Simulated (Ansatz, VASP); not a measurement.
Two plane-wave programs on MnSb

Contents of INCAR:

```
ALGO = Normal ; EDIFF = 1E-6
ENCUT = 520 ; GGA = RP
ISIF = 2 ; ISMEAR = -1
ISPIN = 2 ; LASPH = T
LCHARG = F ; LMAXMIX = 4
LORBIT = 11 ; LREAL = F
LWAVE = F ; MAGMOM = 0 0 4 4
NBANDS = 30 ; NELM = 150
PREC = Accurate ; SIGMA = 0.05
```

Contents of KPOINTS:

```
k-points
0
Gamma
  7 7 5
```

File POSCAR:

```
MnSb
1.0
    4.1221468118      0.0000000000      0.0000000000
   -2.0610734059      3.5698838571      0.0000000000
    0.0000000000      0.0000000000      5.7412068848
Sb Mn
2 2
Direct
    0.6666666667      0.3333333333      0.7500000000
    0.3333333333      0.6666666667      0.2500000000
    0.0000000000      0.0000000000      0.5000000000
    0.0000000000      0.0000000000      0.0000000000
```

Contents of input.yaml:

```yaml
crystal:
  lattice:
    - [4.1221468118, 0.0, 0.0]
    - [-2.0610734059, 3.5698838571, 0.0]
    - [0.0, 0.0, 5.7412068848]
  atoms:
    - { symbol: Sb, position: [0.6666666667, 0.3333333333, 0.75] }
    - { symbol: Sb, position: [0.3333333333, 0.6666666667, 0.25] }
    - { symbol: Mn, position: [0.0, 0.0, 0.5], spin: 4.0 }
    - { symbol: Mn, position: [0.0, 0.0, 0.0], spin: 4.0 }
hamiltonian:
  xc: rpbe
  pseudopotentials: { kind: paw }
magnetization:
  spin_polarized: true
kpoints:
  mp_grid: { grid: [7, 7, 5] }
scf:
  occupations: { method: fermi_dirac, width: 0.05 }
output:
  forces: true
  stress: true
  eigenvalues: true
```

Alike in both runs: task single point; functional RPBE; k mesh 7 × 7 × 5; occupations fermi-dirac, width 0.05 eV; collinear spin.

|  | VASP | Ansatz |
| --- | --- | --- |
| version | VASP 6.6.1 | Ansatz 0.2.0 |
| potentials or method | VASP PAW PBE potentials, release 64 (Sb, Mn_pv) | Ansatz PAW |
| plane-wave cutoff (eV) | 520 | 420 |
| valence electrons in the cell | 36 | 60 |

|  | VASP | Ansatz | Ansatz less VASP |
| --- | --- | --- | --- |
| gap on the k mesh at the Fermi level (eV) | none | none | - |
| pressure (GPa) | 0.5 | 0.6 | +0.08 |
| traceless stress, the component that is largest in VASP (GPa) | -0.73 | -0.74 | -0.013 |
| net moment per atom (μB) | 1.67 | 1.67 | +0.001 |
| size of the moment on the site where the two differ most (μB) | 3.39 | 3.42 | +0.028 |

VASP's potentials were made for PBE, not for RPBE. Site moments also hang on the region over which each program counts them. A gap of «none» marks a metal or a gap that the smearing closes. The functional is the same, so the differences come from potentials, cutoffs and numerics. VASP's potentials hold 36 valence electrons a cell and Ansatz's 60, so a difference there can come from the potentials and not from the codes.

Spin-orbit coupling is off throughout.
